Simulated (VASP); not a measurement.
TiSi:

```xyz
2
Lattice="0.0000 2.6833 2.6833 2.6833 0.0000 2.6833 2.6833 2.6833 0.0000" Properties=species:S:1:pos:R:3 pbc="T T T"
Ti    0.0000    0.0000    0.0000
Si    1.3417    1.3417    1.3417
```

| Item | Value |
| --- | --- |
| Program | VASP 6.6.1 |
| Task | relaxation of cell and atoms |
| Functional | PBEsol |
| Potentials or basis | VASP PAW PBE potentials, release 64 (Ti_sv, Si) |
| Cutoff | 600 eV |
| k mesh | 6 × 6 × 6 |
| Occupations | gaussian, width 0.1 eV |
| Spin | no spin polarisation |

At the start: pressure 17.0 GPa; volume 19.32 Å³/atom.

**Question.** Where does the relaxation end?

**Answer.** Over 3 steps the energy falls by 187.2 meV/atom and the volume is 23.37 Å³/atom (+20.9 %); space group F-43m (No. 216, to 0.05 Å).

Step by step:
```tsv
step	energy change (eV)	largest force (eV/Å)	pressure (GPa)	volume (Å³)
1	0.0000	0.0000	16.98	38.64
2	-0.2984	0.0000	-5.09	51.26
3	-0.3745	0.0000	0.06	46.73
```

Final structure:
```
Ti Si
1.0
     0.00000    2.85893    2.85893
     2.85893    0.00000    2.85893
     2.85893    2.85893    0.00000
Ti Si
1 1
Direct
  0.00000 0.00000 0.00000
  0.25000 0.25000 0.25000
```

Caveat: the volume moved by over 15 % at a fixed basis, so the end points are rough; the PAW data sets were made with another functional, which shifts forces and pressure a little.
